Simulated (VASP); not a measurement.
Input of a VASP 6.6.1 run:

The input INCAR:

```
  PREC = Accurate
  ENCUT = 600
  EDIFF = 1E-6
  ISMEAR = -1
  SIGMA = 0.05
  LREAL = False
  LASPH = True
  NELM = 150
  ALGO = Normal
  ISIF = 3
  LWAVE = False
  LCHARG = False
  ISPIN = 2
  MAGMOM = 4 0
  LORBIT = 11
  LMAXMIX = 4
  GGA = B5
  ALDAX = 1.0
  AGGAX = 1.0
  AGGAC = 1.0
  ALDAC = 0.0
  IBRION = 2
  NSW = 60
  EDIFFG = -0.01
```

Contents of KPOINTS:

```
Automatic mesh
0
Gamma
  10 10 10
```

POSCAR

```
MnO
1.0
    0.0000000000      2.2239077028      2.2239077028
    2.2239077028      0.0000000000      2.2239077028
    2.2239077028      2.2239077028      0.0000000000
Mn O
1 1
Direct
    0.0000000000      0.0000000000      0.0000000000
    0.5000000000      0.5000000000      0.5000000000
```

Potentials or basis: VASP PAW PBE potentials, release 64 (Mn_pv, O).

Launch:

```sh
$ cat potpaw_PBE.64/Mn_pv/POTCAR potpaw_PBE.64/O/POTCAR > POTCAR
$ mpirun -np 1 vasp_std > vasp.out
```

(1) What does it give for the space group after relaxing (to 0.1 Å)?

(2) Estimate the relaxed cell.

Results:

(1) Fm-3m (No. 225).

(2) a = 3.182 Å, b = 3.182 Å, c = 3.182 Å, α = 60.00°, β = 60.00°, γ = 60.00°.

Caveat: a cell with one magnetic atom can't hold antiferromagnetic order, which such compounds often take.
